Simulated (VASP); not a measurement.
Ge, 4 atoms in the cell. It takes space group P6_3/mmc (No. 194, hexagonal). The conventional cell has a = 3.971 Å, b = 3.971 Å, c = 6.555 Å, α = 90.00°, β = 90.00°, γ = 120.00°. Ge (site symmetry 3m) has 4 Ge at 2.44 to 2.45 Å within 3.2 Å. 

```yaml
Program: VASP 6.6.1
Task: single point
Functional: LDA
Potentials_or_basis: VASP PAW LDA potentials, release 64 (Ge_d)
Cutoff: 520 eV
k_mesh: 8 × 8 × 4
Occupations: fermi-dirac, width 0.05 eV
Spin: no spin polarisation
Dipole_correction: no
Further_INCAR_settings: ALGO = Normal; EDIFF = 1e-06; NBANDS = 36
```

Potentials or basis: VASP PAW LDA potentials, release 64 (Ge_d).

Run with:

```console
$ cat potpaw_LDA.64/Ge_d/POTCAR > POTCAR
$ mpirun -np 1 vasp_std > vasp.out
```

Hardware: 1 thread of Intel(R) Xeon(R) Platinum 8488C (Sapphire Rapids), on a shared host.

Question: How long does it take, and how much memory?

Answer: It took 84 s on 1 thread of Intel(R) Xeon(R) Platinum 8488C (Sapphire Rapids), with other jobs on the host, peak memory 0.2 GiB. Counts: scf iterations 11, k points 30.
